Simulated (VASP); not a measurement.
# Zr (P6_3/mmc) in VASP: a series of runs

Runs on Zr. Level: PBE. Tasks: single point, relaxation of cell and atoms.

All numbers are computed with VASP 6.6.1; they aren't measurements. Logs are shortened: lines on timing, memory, paths and dates and some standing lists are left out, and cuts for length are marked.

### 1 The cell of the first run

It takes space group P6_3/mmc (No. 194, hexagonal). Conventional cell: a = 3.233 Å, b = 3.233 Å, c = 5.169 Å, α = 90.00°, β = 90.00°, γ = 120.00°. Within 4.2 Å of Zr (site symmetry -6m2) lie 12 Zr at 3.19 to 3.23 Å.

### 2 Single point, PBE

Contents of INCAR:

```
PREC     = Accurate       # precision mode
ENCUT    = 520            # plane-wave cutoff, eV
EDIFF    = 1E-6           # SCF threshold, eV
ISMEAR   = 0              # smearing method
SIGMA    = 0.1            # smearing width, eV
LREAL    = False          # projectors in reciprocal space
LASPH    = True           # aspherical terms in the spheres
NELM     = 100            # most SCF steps
ALGO     = Fast           # electronic algorithm
ISIF     = 2              # what is computed and relaxed
LWAVE    = False          # write WAVECAR
LCHARG   = False          # write CHGCAR
GGA      = PE             # functional
NBANDS   = 19             # bands
```

Contents of KPOINTS:

```
regular mesh
0
Gamma
  15 15 8
```

Contents of POSCAR:

```
Zr
1.0
    3.2327898671      0.0000000000      0.0000000000
   -1.6163949335      2.7996781500      0.0000000000
    0.0000000000      0.0000000000      5.1691197576
Zr
2
Direct
    0.3333333333      0.6666666667      0.2500000000
    0.6666666667      0.3333333333      0.7500000000
```

Potentials or basis: VASP PAW PBE potentials, release 64 (Zr_sv).

Command:

```
$ cat potpaw_PBE.64/Zr_sv/POTCAR > POTCAR
$ mpirun -np 1 vasp_std > vasp.out
```

OUTCAR:

```text
PREC = Accurate
   ENCUT = 520
   EDIFF = 1E-6
   ISMEAR = 0
   LREAL = False
   LASPH = True
   NELM = 100
   ISIF = 2
   GGA = PE

 ion  position               nearest neighbor table
   1  0.333  0.667  0.250-   2 3.19   2 3.19   2 3.19   2 3.19   2 3.19   2 3.19
   2  0.667  0.333  0.750-   1 3.19   1 3.19   1 3.19   1 3.19   1 3.19   1 3.19

  LATTYP: Found a hexagonal cell.
 ALAT       =     3.2327898671
 C/A-ratio  =     1.5989655901

  Lattice vectors:

 A1 = (   3.2327898671,   0.0000000000,   0.0000000000)
 A2 = (  -1.6163949335,   2.7996781500,   0.0000000000)
 A3 = (   0.0000000000,   0.0000000000,   5.1691197576)

Analysis of symmetry for initial positions (statically):
=====================================================================
 Subroutine PRICEL returns:
 Original cell was already a primitive cell.

 Routine SETGRP: Setting up the symmetry group for a
 hexagonal supercell.

 Subroutine GETGRP returns: Found 24 space group operations
 (whereof 12 operations were pure point group operations)
 out of a pool of 24 trial point group operations.

The static configuration has the point symmetry D_3d.
 The point group associated with its full space group is D_6h.

Analysis of symmetry for dynamics (positions and initial velocities):
=====================================================================
 Subroutine PRICEL returns:
 Original cell was already a primitive cell.

 Routine SETGRP: Setting up the symmetry group for a
 hexagonal supercell.

 Subroutine GETGRP returns: Found 24 space group operations
 (whereof 12 operations were pure point group operations)
 out of a pool of 24 trial point group operations.

The dynamic configuration has the point symmetry D_3d.
 The point group associated with its full space group is D_6h.

 Subroutine INISYM returns: Found 24 space group operations
 (whereof 12 operations are pure point group operations),
 and found     1 'primitive' translations

----------------------------------------------------------------------------------------

                                     Primitive cell

  volume of cell :      46.7845

  direct lattice vectors                    reciprocal lattice vectors
     3.232789867  0.000000000  0.000000000     0.309330343  0.178591957  0.000000000
    -1.616394934  2.799678150  0.000000000     0.000000000  0.357183914  0.000000000
     0.000000000  0.000000000  5.169119758     0.000000000  0.000000000  0.193456536

  length of vectors
     3.232789867  3.232789867  5.169119758     0.357183914  0.357183914  0.193456536

  position of ions in fractional coordinates (direct lattice)
     0.333333333  0.666666667  0.250000000
     0.666666667  0.333333333  0.750000000

  ion indices of the primitive-cell ions
   primitive index   ion index
                 1           1
                 2           2

----------------------------------------------------------------------------------------

 KPOINTS: regular mesh

Automatic generation of k-mesh.
 Grid dimensions read from file:
 generate k-points for:   15   15    8

 Generating k-lattice:

  Cartesian coordinates                     Fractional coordinates (reciprocal lattice)
     0.020622023  0.011906130  0.000000000     0.066666667  0.000000000  0.000000000
     0.000000000  0.023812261  0.000000000     0.000000000  0.066666667  0.000000000
     0.000000000  0.000000000  0.024182067     0.000000000  0.000000000  0.125000000

  Length of vectors
     0.023812261  0.023812261  0.024182067

  Shift w.r.t. Gamma in fractional coordinates (k-lattice)
     0.000000000  0.000000000  0.000000000

 Subroutine IBZKPT returns following result:
 ===========================================

 Found    135 irreducible k-points:

 Following reciprocal coordinates:
            Coordinates               Weight
  0.000000  0.000000  0.000000      1.000000
  0.066667  0.000000  0.000000      6.000000
  0.133333  0.000000  0.000000      6.000000
  0.200000  0.000000  0.000000      6.000000
  0.266667  0.000000  0.000000      6.000000
  0.333333  0.000000  0.000000      6.000000
[... 16 lines left out ...]
  0.333333  0.200000  0.000000     12.000000
  0.400000  0.200000  0.000000      6.000000
 [... further k-points ...]
   k-points           NKPTS =    135   k-points in BZ     NKDIM =    135   number of bands    NBANDS=     19
   number of dos      NEDOS =    301   number of ions     NIONS =      2
   total plane-waves  NPLWV =  23040
   dimension x,y,z NGX =    24 NGY =   24 NGZ =   40
   dimension x,y,z NGXF=    48 NGYF=   48 NGZF=   80
   ions per type =               2
   NGX,Y,Z   is equivalent  to a cutoff of  12.34, 12.34, 12.86 a.u.
   NGXF,Y,Z  is equivalent  to a cutoff of  24.68, 24.68, 25.73 a.u.
 SYSTEM =  unknown system
   PREC   = accura    normal or accurate (medium, high low for compatibility)
   ISTART =      0    job   : 0-new  1-cont  2-samecut
   ICHARG =      2    charge: 1-file 2-atom 10-const
   ISPIN  =      1    spin polarized calculation?
   LNONCOLLINEAR =      F non collinear calculations
   LSORBIT =      F    spin-orbit coupling
   LASPH  =      T    aspherical Exc in radial PAW
   ENCUT  =  520.0 eV  38.22 Ry    6.18 a.u.   6.01  6.01  9.61*2*pi/ulx,y,z
   NELM   =    100;   NELMIN=  2; NELMDL= -5     # of ELM steps
   EDIFF  = 0.1E-05   stopping-criterion for ELM
   LREAL  =      F    real-space projection
   EDIFFG = 0.1E-04   stopping-criterion for IOM
   NSW    =      0    number of steps for IOM
   IBRION =     -1    ionic relax: 0-MD 1-quasi-New 2-CG
   NFREE  =      0    steps in history (QN), initial steepest desc. (CG)
   ISIF   =      2    stress and relaxation
   ISYM   =      2    0-nonsym 1-usesym 2-fastsym
   POTIM  = 0.5000    time-step for ionic-motion
   TEBEG  =    0.0;   TEEND  =   0.0 temperature during run
   PSTRESS=    0.0 pullay stress
   NELECT =      24.0000    total number of electrons
   NUPDOWN=      -1.0000    fix difference up-down
   EMIN   =  10.00;   EMAX   =-10.00  energy-range for DOS
   EFERMI =   0.00;   METHOD = LEGACY
   ISMEAR =     0;   SIGMA  =   0.10  broadening in eV -4-tet -1-fermi 0-gaus
   EFERMI_NEDOS =   21; number of points for ismear=-14 and -15
   IALGO  =     68    algorithm
   IMIX   =      4    mixing-type and parameters
     AMIX     =   0.40;   BMIX     =  1.00
     AMIX_MAG =   1.60;   BMIX_MAG =  1.00
  volume/ion in A,a.u.               =      23.39       157.86
  Fermi-wavevector in a.u.,A,eV,Ry     =   1.310523  2.476529 23.367591  1.717470
  Thomas-Fermi vector in A             =   2.441047
   LORBIT       =      0    0 simple, 1 ext, 2 COOP (PROOUT), +10 PAW based schemes
   GGA     = PE    functional components
   LHFCALC =     F    Hartree Fock is set to
   AEXX    =    0.0000 exact exchange contribution
   IVDW    =     0    specifies the selected vdW correction
   LEPSILON=     F    determine dielectric tensor
   LRPA    =     F    only Hartree local field effects (RPA)
 non-spin polarized calculation
 RMM-DIIS sequential band-by-band and
 Gauss-broadening in eV      SIGMA  =   0.10
  energy-cutoff  :      520.00
  volume of cell :       46.78
 maximum number of plane-waves:      1284
   NGX = 13   NGY = 13   NGZ = 19

 number of electron      24.0000001 magnetization

 Free energy of the ion-electron system (eV)
  ---------------------------------------------------
  ext. energy  EPLUGINS =         0.00000000
  ---------------------------------------------------
  free energy    TOTEN  =       -17.04599235 eV

  energy without entropy =      -17.03608341  energy(sigma->0) =      -17.04103788

 E-fermi :   8.9616     XC(G=0): -11.0604

 val. band max:        8.9606719255   @ k =   0.1333   0.0000   0.1250
 cond. band min:       8.9628477341   @ k =   0.2667   0.2000   0.5000
 fundamental gap:      0.0021758086
 Fermi energy:         8.9616399165

 k-point     1 :       0.0000    0.0000    0.0000
  band No.  band energies     occupation
      1     -39.9049      2.00000
      2     -39.7557      2.00000
      3     -18.4171      2.00000
      4     -17.5579      2.00000
      5     -17.5579      2.00000
      6     -17.4338      2.00000
[... 11 lines left out ...]
     18      11.0961      0.00000
     19      13.3550      0.00000

 k-point     2 :       0.0667    0.0000    0.0000
  band No.  band energies     occupation
      1     -39.8999      2.00000
      2     -39.7536      2.00000
      3     -18.4037      2.00000
      4     -17.5879      2.00000
      5     -17.5677      2.00000
      6     -17.4526      2.00000
[... 11 lines left out ...]
     18      10.9858      0.00000
     19      13.4361      0.00000

 k-point     3 :       0.1333    0.0000    0.0000
  band No.  band energies     occupation
      1     -39.8855      2.00000
      2     -39.7477      2.00000
      3     -18.3646      2.00000
      4     -17.6729      2.00000
      5     -17.5949      2.00000
      6     -17.5394      2.00000
[... 11 lines left out ...]
     18      10.9172      0.00000
     19      13.6224      0.00000

 k-point     4 :       0.2000    0.0000    0.0000
  band No.  band energies     occupation
      1     -39.8638      2.00000
      2     -39.7395      2.00000
      3     -18.3034      2.00000
      4     -17.7979      2.00000
      5     -17.6633      2.00000
      6     -17.6334      2.00000
[... 11 lines left out ...]
     18      11.4255      0.00000
     19      13.8229      0.00000

 k-point     5 :       0.2667    0.0000    0.0000
  band No.  band energies     occupation
      1     -39.8377      2.00000
      2     -39.7312      2.00000
      3     -18.2257      2.00000
      4     -17.9411      2.00000
      5     -17.8002      2.00000
      6     -17.6759      2.00000
[... 11 lines left out ...]
     18      12.0853      0.00000
     19      13.9857      0.00000

 k-point     6 :       0.3333    0.0000    0.0000
  band No.  band energies     occupation
      1     -39.8109      2.00000
      2     -39.7249      2.00000
      3     -18.1396      2.00000
      4     -18.0772      2.00000
      5     -17.9265      2.00000
      6     -17.7154      2.00000
[... 11 lines left out ...]
     18      12.8311      0.00000
     19      14.0970      0.00000

 k-point     7 :       0.4000    0.0000    0.0000
  band No.  band energies     occupation
      1     -39.7877      2.00000
      2     -39.7221      2.00000
      3     -18.1828      2.00000
      4     -18.0575      2.00000
      5     -18.0226      2.00000
      6     -17.7456      2.00000
[... 11 lines left out ...]
     18      13.5656      0.00000
     19      14.1621      0.00000

 k-point     8 :       0.4667    0.0000    0.0000
  band No.  band energies     occupation
      1     -39.7733      2.00000
      2     -39.7223      2.00000
      3     -18.2402      2.00000
      4     -18.0742      2.00000
      5     -18.0010      2.00000
      6     -17.7618      2.00000
[... 256 lines left out ...]
 k-point    20 :       0.4000    0.1333    0.0000
  band No.  band energies     occupation
      1     -39.7658      2.00000
      2     -39.7230      2.00000
      3     -18.2071      2.00000
      4     -18.0455      2.00000
      5     -17.9709      2.00000
      6     -17.8231      2.00000
[... 11 lines left out ...]
     18      13.9311      0.00000
     19      15.0907      0.00000

 k-point    21 :       0.2000    0.2000    0.0000
  band No.  band energies     occupation
      1     -39.8042      2.00000
      2     -39.7236      2.00000
      3     -18.1173      2.00000
      4     -18.0040      2.00000
      5     -17.9838      2.00000
      6     -17.7266      2.00000
[... 11 lines left out ...]
     18      13.5607      0.00000
     19      13.8067      0.00000

 k-point    22 :       0.2667    0.2000    0.0000
  band No.  band energies     occupation
      1     -39.7816      2.00000
      2     -39.7217      2.00000
      3     -18.0938      2.00000
      4     -18.0357      2.00000
      5     -18.0153      2.00000
      6     -17.7949      2.00000
[... 11 lines left out ...]
     18      13.7778      0.00000
     19      14.4214      0.00000

 k-point    23 :       0.3333    0.2000    0.0000
  band No.  band energies     occupation
      1     -39.7634      2.00000
      2     -39.7232      2.00000
      3     -18.1545      2.00000
      4     -18.0193      2.00000
      5     -17.9616      2.00000
      6     -17.8600      2.00000
[... 11 lines left out ...]
     18      13.7565      0.00000
     19      15.1215      0.00000

 k-point    24 :       0.4000    0.2000    0.0000
  band No.  band energies     occupation
      1     -39.7555      2.00000
      2     -39.7252      2.00000
      3     -18.1757      2.00000
      4     -18.0140      2.00000
      5     -17.9255      2.00000
      6     -17.8904      2.00000
[... 11 lines left out ...]
     18      13.7484      0.00000
     19      15.3363      0.00000

 [... further k-points ...]
[... 5 lines left out ...]
  --------------------------------------------------------------------------------------
  -------------------------------------------------------------------------------------
  Total       -0.0114648     -0.0114648      0.0049088     -0.0000000     -0.0000000      0.0000000
  in kB       -0.3926214     -0.3926214      0.1681077     -0.0000000     -0.0000000      0.0000000
  external PRESSURE =      -0.2057117 kB  Pullay stress =       0.0000000 kB

 VOLUME and BASIS-vectors are now :
 -----------------------------------------------------------------------------
  energy-cutoff  :      520.00
  volume of cell :       46.78
      direct lattice vectors                 reciprocal lattice vectors
     3.232789867  0.000000000  0.000000000     0.309330343  0.178591957  0.000000000
    -1.616394934  2.799678150  0.000000000     0.000000000  0.357183914  0.000000000
     0.000000000  0.000000000  5.169119758     0.000000000  0.000000000  0.193456536

 POSITION                                       TOTAL-FORCE (eV/Angst)
 -----------------------------------------------------------------------------------
     -0.00000      1.86645      1.29228         0.000000      0.000000      0.000000
      1.61639      0.93323      3.87684        -0.000000     -0.000000      0.000000
 -----------------------------------------------------------------------------------
    total drift:                               -0.000000      0.000000     -0.000000

  FREE ENERGIE OF THE ION-ELECTRON SYSTEM (eV)
  ---------------------------------------------------
  free  energy   TOTEN  =       -17.0459923509 eV

  energy  without entropy=      -17.0360834072  energy(sigma->0) =      -17.04103788
```

It took 65 s on 1 thread of Intel Xeon 6975P-C (Granite Rapids), shared host; peak memory 0.22 GiB.

Results:

```
Free energy            : -17.0460 eV
Pressure               : 0.0 GPa
Band gap on the k mesh : zero (band 12 reaches 9.81 eV, above the bottom of band 13 at 8.64 eV)
```

### 3 Relaxation of cell and atoms, PBE

This run uses another cell than the first one, of 23.28 Å³/atom, 0.995 times its volume.

Contents of INCAR:

```
PREC = Accurate
ENCUT = 600
EDIFF = 1E-6
ISMEAR = 0
SIGMA = 0.1
LREAL = F
LASPH = T
NELM = 100
ALGO = Fast
ISIF = 3
LWAVE = F
LCHARG = F
GGA = PE
IBRION = 2
NSW = 100
EDIFFG = -0.005
```

KPOINTS is that of step 2.

Contents of POSCAR:

```
Zr
1.0
    3.2319982225      0.0000000000      0.0000000000
   -1.6159991112      2.7989925656      0.0000000000
    0.0000000000      0.0000000000      5.1470000000
Zr
2
Direct
    0.3333333333      0.6666666667      0.2500000000
    0.6666666667      0.3333333333      0.7500000000
```

Potentials or basis: VASP PAW PBE potentials, release 64 (Zr_sv).

Command:

```
$ cat potpaw_PBE.64/Zr_sv/POTCAR > POTCAR
$ mpirun -np 1 vasp_std > vasp.out
```

It took 4.6 min on 1 thread of Intel Xeon 6975P-C (Granite Rapids), shared host; peak memory 0.25 GiB.

Results (log left out):

```yaml
Free_energy: -17.0460 eV
Relaxed_volume: 23.40 Å³/atom
Relaxed_cell: a = 3.233 Å, b = 3.233 Å, c = 5.169 Å, α = 90.00°, β = 90.00°, γ = 120.00°
Space_group_after_relaxing_to_0.05_Å: P6_3/mmc (No. 194)
Energy_gained_by_relaxing: 0.3 meV/atom
Ionic_steps: 4
Pressure_after_relaxing: 0.0 GPa
Band_gap_on_the_k_mesh: zero (band 12 reaches 9.81 eV, above the bottom of band 13 at 8.63 eV)
```

Step by step:
| step | energy change (eV) | largest force (eV/Å) | pressure (GPa) | volume (Å³) |
| --- | --- | --- | --- | --- |
| 1 | 0.0000 | 0.0000 | 0.47 | 46.56 |
| 2 | -0.0002 | 0.0000 | -0.50 | 47.02 |
| 3 | -0.0005 | 0.0000 | -0.06 | 46.82 |
| 4 | -0.0005 | 0.0000 | 0.00 | 46.79 |

Final structure:
```
CELL_PARAMETERS angstrom
3.23298 0.00000 0.00000
-1.61649 2.79984 0.00000
0.00000 0.00000 5.16938
ATOMIC_POSITIONS crystal
Zr 0.33333 0.66667 0.25000
Zr 0.66667 0.33333 0.75000
```

Levels at points of the mesh, in eV from the Fermi level:
```tsv
k point	band 8	band 9	band 10	band 11	band 12	band 13	band 14	band 15	band 16
(0.00, 0.00, 0.00)	-26.38	-5.67	-3.04	0.85	0.85	0.96	1.10	1.53	1.53
(0.00, 0.00, 0.50)	-26.45	-3.98	-3.98	0.01	0.01	0.76	0.76	0.76	0.76
```

PBE usually gives volumes a little too large and moduli too small. Zero-point motion and thermal expansion aren't in these numbers.

### 4 Single point, PBE

This run uses another cell than the first one, of 23.28 Å³/atom, 0.995 times its volume.

Contents of INCAR:

```
PREC     = Accurate       # precision mode
ENCUT    = 500            # plane-wave cutoff, eV
EDIFF    = 1E-6           # SCF threshold, eV
ISMEAR   = 0              # smearing method
SIGMA    = 0.1            # smearing width, eV
LREAL    = False          # projectors in reciprocal space
LASPH    = True           # aspherical terms in the spheres
NELM     = 120            # most SCF steps
ALGO     = Normal         # electronic algorithm
ISIF     = 2              # what is computed and relaxed
LWAVE    = False          # write WAVECAR
LCHARG   = False          # write CHGCAR
GGA      = PE             # functional
NBANDS   = 19             # bands
GGA_COMPAT= False
```

Contents of KPOINTS:

```
regular mesh
0
Gamma
  6 6 4
```

POSCAR is that of step 3.

Command:

```
$ cat potpaw_PBE.64/Zr_sv/POTCAR > POTCAR
$ mpirun -np 1 vasp_std > vasp.out
```

Run time: 12 s. Hardware: 1 thread of Intel Xeon 6975P-C, shared host; peak memory 0.16 GiB.

Results (log left out):

```yaml
Free_energy: -17.0374 eV
Pressure: 0.3 GPa
Band_gap_on_the_k_mesh: zero (band 12 reaches 9.86 eV, above the bottom of band 13 at 8.96 eV)
```

Stress tensor (GPa, compression positive):
```
0.03 0.00 0.00
0.00 0.03 0.00
0.00 0.00 0.84
```

Levels at points of the mesh, in eV from the Fermi level:
| k point | band 8 | band 9 | band 10 | band 11 | band 12 | band 13 | band 14 | band 15 | band 16 | band 17 |
| --- | --- | --- | --- | --- | --- | --- | --- | --- | --- | --- |
| (0.00, 0.00, 0.00) | -26.40 | -5.71 | -3.09 | 0.81 | 0.81 | 0.96 | 1.12 | 1.51 | 1.51 | 2.08 |
| (0.50, 0.00, 0.00) | -26.50 | -2.62 | -2.56 | -2.19 | -0.27 | 0.48 | 0.73 | 1.41 | 4.84 | 5.25 |
| (0.00, 0.00, 0.50) | -26.47 | -4.00 | -4.00 | -0.01 | -0.01 | 0.72 | 0.72 | 0.72 | 0.72 | 3.90 |
| (0.50, 0.00, 0.50) | -26.63 | -2.92 | -2.92 | -1.11 | -1.11 | 1.57 | 1.57 | 2.15 | 2.15 | 5.08 |

Caveat: the k points lie up to 0.37 Å⁻¹ apart.

### 5 Overview

```tsv
task	cell	k mesh	cutoff (eV)	gap on the mesh (eV)	pressure (GPa)
single point	a = 3.233, b = 3.233, c = 5.169 Å, angles 90.0, 90.0, 120.0°, 2 atoms	15 × 15 × 8	520	none	0.0
relaxation of cell and atoms	relaxed from a = 3.232, b = 3.232, c = 5.147 Å, angles 90.0, 90.0, 120.0°, 2 atoms	15 × 15 × 8	600	none	0.0
single point	a = 3.232, b = 3.232, c = 5.147 Å, angles 90.0, 90.0, 120.0°, 2 atoms	6 × 6 × 4	500	none	0.3
```

Alike in all rows: level PBE; potentials or basis VASP PAW PBE potentials, release 64 (Zr_sv); no spin polarisation; smearing gaussian 0.1 eV.

Caveats: some runs use coarse meshes.

Absolute energies hang on the potentials; compare differences alone.
